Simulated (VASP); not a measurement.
# LiSi2C4 (P-1) in VASP: single point with PBE

Aim: the single point of LiSi2C4 with PBE.

Everything below comes from runs of VASP 6.6.1. Logs are shortened: lines on timing, memory, paths and dates and some standing lists are left out, and cuts for length are marked.

## 1. The cell of the first run

The typed cell holds 7 atoms: a = 2.958 Å, b = 3.553 Å, c = 4.424 Å, α = 70.41°, β = 78.95°, γ = 86.47°.

## 2. Single point, PBE

File INCAR:

```
  PREC = Accurate
  ENCUT = 520
  EDIFF = 1E-6
  ISMEAR = 0
  SIGMA = 0.1
  LREAL = False
  LASPH = True
  NELM = 100
  ALGO = Normal
  ISIF = 2
  LWAVE = False
  LCHARG = False
  GGA = PE
  NBANDS = 22
```

File KPOINTS:

```
regular mesh
0
Gamma
  6 6 4
```

File POSCAR:

```
LiSi2C4
1.0
    2.9581766900      0.0000000000      0.0000000000
    0.2190503200      3.5465550100      0.0000000000
    0.8478479100      1.4339333700      4.0985433400
Li Si C
1 2 4
Direct
    0.5000000000      0.0000000000      0.5000000000
    0.8716260200      0.9803190200      0.7543720000
    0.1283739800      0.0196809800      0.2456280000
    0.2805090000      0.2817679900      0.8184990300
    0.7935289700      0.5222669800      0.6717619900
    0.2064710300      0.4777330200      0.3282380100
    0.7194910000      0.7182320100      0.1815009700
```

Potentials or basis: VASP PAW PBE potentials, release 64 (Li_sv, Si, C).

Started as:

```
$ cat potpaw_PBE.64/Li_sv/POTCAR potpaw_PBE.64/Si/POTCAR potpaw_PBE.64/C/POTCAR > POTCAR
$ mpirun -np 1 vasp_std > vasp.out
```

OUTCAR:

```text
PREC = Accurate
   ENCUT = 520
   EDIFF = 1E-6
   ISMEAR = 0
   LREAL = False
   LASPH = True
   NELM = 100
   ISIF = 2
   GGA = PE

 ion  position               nearest neighbor table
   1  0.500  0.000  0.500-   3 1.70   2 1.70   5 1.85   6 1.85   3 1.97   2 1.97   7 1.98   4 1.98

   2  0.872  0.980  0.754-   1 1.70   4 1.78   7 1.79   5 1.82   5 1.84   1 1.97   4 2.02   3 2.19
                             6 2.22   3 2.48   3 2.81
   3  0.128  0.020  0.246-   1 1.70   7 1.78   4 1.79   6 1.82   6 1.84   1 1.97   7 2.02   2 2.19
                             5 2.22   2 2.48   2 2.81
   4  0.281  0.282  0.818-   5 1.69   5 1.75   2 1.78   3 1.79   1 1.98   2 2.02
   5  0.794  0.522  0.672-   4 1.69   4 1.75   6 1.80   2 1.82   2 1.84   1 1.85   3 2.22
   6  0.206  0.478  0.328-   7 1.69   7 1.75   5 1.80   3 1.82   3 1.84   1 1.85   2 2.22
   7  0.719  0.718  0.182-   6 1.69   6 1.75   3 1.78   2 1.79   1 1.98   3 2.02

  LATTYP: Found a triclinic cell.
 ALAT       =     2.9581766900
 B/A-ratio  =     2.7064853442
 C/A-ratio  =     1.6320208100
 COS(alpha) =     0.0011311407
 COS(beta)  =     0.4371196390
 COS(gamma) =     0.8175039846

  Lattice vectors:

 A1 = (   2.9581766900,   0.0000000000,   0.0000000000)
 A2 = (   6.5451509700,  -2.1126216400,   4.0985433400)
 A3 = (   2.1103287800,  -1.4339333700,  -4.0985433400)

Analysis of symmetry for initial positions (statically):
=====================================================================
 Subroutine PRICEL returns:
 Original cell was already a primitive cell.

 Routine SETGRP: Setting up the symmetry group for a
 triclinic supercell.

 Subroutine GETGRP returns: Found  2 space group operations
 (whereof  2 operations were pure point group operations)
 out of a pool of  2 trial point group operations.

The static configuration has the point symmetry S_2 .

Analysis of symmetry for dynamics (positions and initial velocities):
=====================================================================
 Subroutine PRICEL returns:
 Original cell was already a primitive cell.

 Routine SETGRP: Setting up the symmetry group for a
 triclinic supercell.

 Subroutine GETGRP returns: Found  2 space group operations
 (whereof  2 operations were pure point group operations)
 out of a pool of  2 trial point group operations.

The dynamic configuration has the point symmetry S_2 .

 Subroutine INISYM returns: Found  2 space group operations
 (whereof  2 operations are pure point group operations),
 and found     1 'primitive' translations

----------------------------------------------------------------------------------------

                                     Primitive cell

  volume of cell :      42.9992

  direct lattice vectors                    reciprocal lattice vectors
     2.958176690  0.000000000  0.000000000     0.338046069 -0.020879163 -0.062625256
     0.219050320  3.546555010  0.000000000     0.000000000  0.281963764 -0.098649012
     0.847847910  1.433933370  4.098543340     0.000000000  0.000000000  0.243989124

  length of vectors
     2.958176690  3.553313310  4.424146076     0.344431425  0.298722600  0.243989124

  position of ions in fractional coordinates (direct lattice)
     0.500000000  0.000000000  0.500000000
     0.871626020  0.980319020  0.754372000
     0.128373980  0.019680980  0.245628000
     0.280509000  0.281767990  0.818499030
     0.793528970  0.522266980  0.671761990
     0.206471030  0.477733020  0.328238010
     0.719491000  0.718232010  0.181500970

  ion indices of the primitive-cell ions
   primitive index   ion index
                 1           1
                 2           2
                 3           3
                 4           4
                 5           5
                 6           6
                 7           7

----------------------------------------------------------------------------------------

 KPOINTS: regular mesh

Automatic generation of k-mesh.
 Grid dimensions read from file:
 generate k-points for:    6    6    4

 Generating k-lattice:

  Cartesian coordinates                     Fractional coordinates (reciprocal lattice)
     0.056341011 -0.003479860 -0.010437543     0.166666667 -0.000000000  0.000000000
     0.000000000  0.046993961 -0.016441502     0.000000000  0.166666667  0.000000000
     0.000000000  0.000000000  0.060997281     0.000000000  0.000000000  0.250000000

  Length of vectors
     0.057405237  0.049787100  0.060997281

  Shift w.r.t. Gamma in fractional coordinates (k-lattice)
     0.000000000  0.000000000  0.000000000

 Subroutine IBZKPT returns following result:
 ===========================================

 Found     76 irreducible k-points:

 Following reciprocal coordinates:
            Coordinates               Weight
  0.000000  0.000000  0.000000      1.000000
  0.166667 -0.000000  0.000000      2.000000
  0.333333  0.000000 -0.000000      2.000000
  0.500000  0.000000  0.000000      1.000000
  0.000000  0.166667  0.000000      2.000000
  0.166667  0.166667  0.000000      2.000000
[... 16 lines left out ...]
  0.333333  0.000000  0.250000      2.000000
  0.500000  0.000000  0.250000      2.000000
 [... further k-points ...]
   k-points           NKPTS =     76   k-points in BZ     NKDIM =     76   number of bands    NBANDS=     22
   number of dos      NEDOS =    301   number of ions     NIONS =      7
   total plane-waves  NPLWV =  24192
   dimension x,y,z NGX =    24 NGY =   28 NGZ =   36
   dimension x,y,z NGXF=    48 NGYF=   56 NGZF=   72
   ions per type =               1   2   4
   NGX,Y,Z   is equivalent  to a cutoff of  13.49, 13.10, 13.53 a.u.
   NGXF,Y,Z  is equivalent  to a cutoff of  26.98, 26.20, 27.06 a.u.
 SYSTEM =  unknown system
   PREC   = accura    normal or accurate (medium, high low for compatibility)
   ISTART =      0    job   : 0-new  1-cont  2-samecut
   ICHARG =      2    charge: 1-file 2-atom 10-const
   ISPIN  =      1    spin polarized calculation?
   LNONCOLLINEAR =      F non collinear calculations
   LSORBIT =      F    spin-orbit coupling
   LASPH  =      T    aspherical Exc in radial PAW
   ENCUT  =  520.0 eV  38.22 Ry    6.18 a.u.   5.50  6.61  8.23*2*pi/ulx,y,z
   NELM   =    100;   NELMIN=  2; NELMDL= -5     # of ELM steps
   EDIFF  = 0.1E-05   stopping-criterion for ELM
   LREAL  =      F    real-space projection
   EDIFFG = 0.1E-04   stopping-criterion for IOM
   NSW    =      0    number of steps for IOM
   IBRION =     -1    ionic relax: 0-MD 1-quasi-New 2-CG
   NFREE  =      0    steps in history (QN), initial steepest desc. (CG)
   ISIF   =      2    stress and relaxation
   ISYM   =      2    0-nonsym 1-usesym 2-fastsym
   POTIM  = 0.5000    time-step for ionic-motion
   TEBEG  =    0.0;   TEEND  =   0.0 temperature during run
   PSTRESS=    0.0 pullay stress
   NELECT =      27.0000    total number of electrons
   NUPDOWN=      -1.0000    fix difference up-down
   EMIN   =  10.00;   EMAX   =-10.00  energy-range for DOS
   EFERMI =   0.00;   METHOD = LEGACY
   ISMEAR =     0;   SIGMA  =   0.10  broadening in eV -4-tet -1-fermi 0-gaus
   EFERMI_NEDOS =   21; number of points for ismear=-14 and -15
   IALGO  =     38    algorithm
   IMIX   =      4    mixing-type and parameters
     AMIX     =   0.40;   BMIX     =  1.00
     AMIX_MAG =   1.60;   BMIX_MAG =  1.00
  volume/ion in A,a.u.               =       6.14        41.45
  Fermi-wavevector in a.u.,A,eV,Ry     =   1.401875  2.649160 26.738899  1.965254
  Thomas-Fermi vector in A             =   2.524693
   LORBIT       =      0    0 simple, 1 ext, 2 COOP (PROOUT), +10 PAW based schemes
   GGA     = PE    functional components
   LHFCALC =     F    Hartree Fock is set to
   AEXX    =    0.0000 exact exchange contribution
   IVDW    =     0    specifies the selected vdW correction
   LEPSILON=     F    determine dielectric tensor
   LRPA    =     F    only Hartree local field effects (RPA)
 non-spin polarized calculation
 Gauss-broadening in eV      SIGMA  =   0.10
  energy-cutoff  :      520.00
  volume of cell :       43.00
 maximum number of plane-waves:      1176
 NGX is ok and might be reduce to    24
   NGX = 11   NGY = 13   NGZ = 17

 number of electron      26.9999996 magnetization

 Free energy of the ion-electron system (eV)
  ---------------------------------------------------
  ext. energy  EPLUGINS =         0.00000000
  ---------------------------------------------------
  free energy    TOTEN  =       -29.01541305 eV

  energy without entropy =      -29.00601994  energy(sigma->0) =      -29.01071649

 E-fermi :  14.6189     XC(G=0): -13.3770

 val. band max:       14.5807665613   @ k =  -0.1667  -0.1667   0.2500
 cond. band min:      14.6246927185   @ k =   0.5000   0.1667   0.0000
 fundamental gap:      0.0439261572
 Fermi energy:        14.6188756517

 k-point     1 :       0.0000    0.0000    0.0000
  band No.  band energies     occupation
      1     -33.9904      2.00000
      2      -7.2042      2.00000
      3      -1.6175      2.00000
      4       0.4788      2.00000
      5       3.0527      2.00000
      6       5.1386      2.00000
[... 14 lines left out ...]
     21      21.9167      0.00000
     22      22.8990      0.00000

 k-point     2 :       0.1667   -0.0000    0.0000
  band No.  band energies     occupation
      1     -33.9842      2.00000
      2      -6.8491      2.00000
      3      -1.3664      2.00000
      4       0.7242      2.00000
      5       2.3661      2.00000
      6       4.0702      2.00000
[... 14 lines left out ...]
     21      21.4023      0.00000
     22      23.1754      0.00000

 k-point     3 :       0.3333    0.0000   -0.0000
  band No.  band energies     occupation
      1     -33.9718      2.00000
      2      -5.8375      2.00000
      3      -1.0603      2.00000
      4      -0.3283      2.00000
      5       2.0181      2.00000
      6       3.7029      2.00000
[... 14 lines left out ...]
     21      21.6599      0.00000
     22      24.2222      0.00000
[... 476 lines left out ...]
 k-point    23 :       0.3333    0.0000    0.2500
  band No.  band energies     occupation
      1     -33.9716      2.00000
      2      -5.6838      2.00000
      3      -1.4741      2.00000
      4       0.1189      2.00000
      5       1.0676      2.00000
      6       3.8717      2.00000
[... 14 lines left out ...]
     21      21.7126      0.00000
     22      21.7365      0.00000

 k-point    24 :       0.5000    0.0000    0.2500
  band No.  band energies     occupation
      1     -33.9654      2.00000
      2      -4.5493      2.00000
      3      -2.1099      2.00000
      4      -1.1830      2.00000
      5       1.0188      2.00000
      6       4.7128      2.00000
[... 14 lines left out ...]
     21      22.9999      0.00000
     22      23.3779      0.00000

 [... further k-points ...]
[... 5 lines left out ...]
  --------------------------------------------------------------------------------------
  -------------------------------------------------------------------------------------
  Total       37.2591395     27.5521802     40.2128841      8.0651774      0.0287102     11.6251037
  in kB     1388.2991563   1026.6117016   1498.3575546    300.5136238      1.0697591    433.1587338
  external PRESSURE =    1304.4228042 kB  Pullay stress =       0.0000000 kB

 VOLUME and BASIS-vectors are now :
 -----------------------------------------------------------------------------
  energy-cutoff  :      520.00
  volume of cell :       43.00
      direct lattice vectors                 reciprocal lattice vectors
     2.958176690  0.000000000  0.000000000     0.338046069 -0.020879163 -0.062625256
     0.219050320  3.546555010  0.000000000     0.000000000  0.281963764 -0.098649012
     0.847847910  1.433933370  4.098543340     0.000000000  0.000000000  0.243989124

 POSITION                                       TOTAL-FORCE (eV/Angst)
 -----------------------------------------------------------------------------------
      1.90301      0.71697      2.04927        -0.000000      0.000000      0.000000
      3.43276      4.55847      3.09183         1.532254     -1.217570      5.107781
      0.59232      0.42201      1.00672        -1.532254      1.217570     -5.107781
      1.58548      2.17298      3.35465         2.075350      0.824075     -0.403603
      3.03135      2.81551      2.75325         0.001448     -2.330608      1.121440
      0.99372      2.16498      1.34530        -0.001448      2.330608     -1.121440
      2.43960      2.80751      0.74389        -2.075350     -0.824075      0.403603
 -----------------------------------------------------------------------------------
    total drift:                                0.000000      0.000000      0.000000

  FREE ENERGIE OF THE ION-ELECTRON SYSTEM (eV)
  ---------------------------------------------------
  free  energy   TOTEN  =       -29.0154130518 eV

  energy  without entropy=      -29.0060199350  energy(sigma->0) =      -29.01071649
```

Run time: 88 s. Hardware: 1 thread of Intel Xeon 8259CL, shared host; peak memory 0.2 GiB.

Results:

- Free energy: -29.0154 eV
- Largest force: 5.470 eV/Å

Forces in eV/Å, atoms in the order of the input:
```
Li   0.000  0.000  0.000
Si   1.532 -1.218  5.108
Si  -1.532  1.218 -5.108
C    2.075  0.824 -0.404
C    0.001 -2.331  1.121
C   -0.001  2.331 -1.121
C   -2.075 -0.824  0.404
```

Caveat: the k points lie up to 0.38 Å⁻¹ apart; the cutoff is under 1.25 times the usual one of these potentials, so pressure, stress and relaxed cells hold a basis-set (Pulay) error; forces of over 1 eV/Å act on the atoms, so gaps and moduli don't describe the material at rest.
